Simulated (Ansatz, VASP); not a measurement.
Rh: VASP beside Ansatz

File POSCAR:

```
Rh
1.0
    0.0000000000      1.9350721950      1.9350721950
    1.9350721950      0.0000000000      1.9350721950
    1.9350721950      1.9350721950      0.0000000000
Rh
1
Direct
    0.0000000000      0.0000000000      0.0000000000
```

File INCAR.step1:

```
PREC = Accurate
ENCUT = 580
ISMEAR = -1
SIGMA = 0.05
LREAL = F
LASPH = T
NELM = 120
NBANDS = 14
GGA = PE
ALGO = Normal
EDIFF = 1E-5
LWAVE = T
LCHARG = F
GGA_COMPAT = F
```

File INCAR.step2:

```
PREC = Accurate
ENCUT = 580
EDIFF = 1E-6
ISMEAR = -1
SIGMA = 0.05
LREAL = F
LASPH = T
NELM = 120
ALGO = Normal
ISIF = 2
LWAVE = F
LCHARG = T
METAGGA = R2SCAN
LMIXTAU = T
LELF = T
LVHAR = T
NBANDS = 14
ISTART = 1
GGA_COMPAT = F
```

File KPOINTS:

```
Automatic mesh
0
Gamma
  12 12 12
```

The input input.yaml:

```yaml
crystal:
  lattice:
    - [0.0, 1.935072195, 1.935072195]
    - [1.935072195, 0.0, 1.935072195]
    - [1.935072195, 1.935072195, 0.0]
  atoms:
    - { symbol: Rh, position: [0.0, 0.0, 0.0] }
hamiltonian:
  xc: r2scan
  pseudopotentials: { kind: paw }
kpoints:
  mp_grid: { grid: [12, 12, 12] }
scf:
  occupations: { method: fermi_dirac, width: 0.05 }
output:
  forces: true
  stress: true
  eigenvalues: true
  write_density: true
  write_potential: true
  elf: true
  volumetric_format: npy
```

Alike in both runs: task single point; functional r2SCAN; k mesh 12 × 12 × 12; occupations fermi-dirac, width 0.05 eV; no spin polarisation.

```csv
,VASP,Ansatz
version,VASP 6.6.1,Ansatz 0.2.0
potentials or method,"VASP PAW PBE potentials, release 64 (Rh_sv_GW)",Ansatz PAW
plane-wave cutoff (eV),580,500
valence electrons in the cell,17,17
```

|  | VASP | Ansatz | Ansatz less VASP |
| --- | --- | --- | --- |
| gap on the k mesh at the Fermi level (eV) | none | none | - |
| pressure (GPa) | -15.0 | -13.5 | +1.43 |

VASP's potentials were made for PBE, not for r2SCAN. A gap of «none» marks a metal or a gap that the smearing closes. With one functional, cell and mesh, what is left measures potentials, basis and numerics.
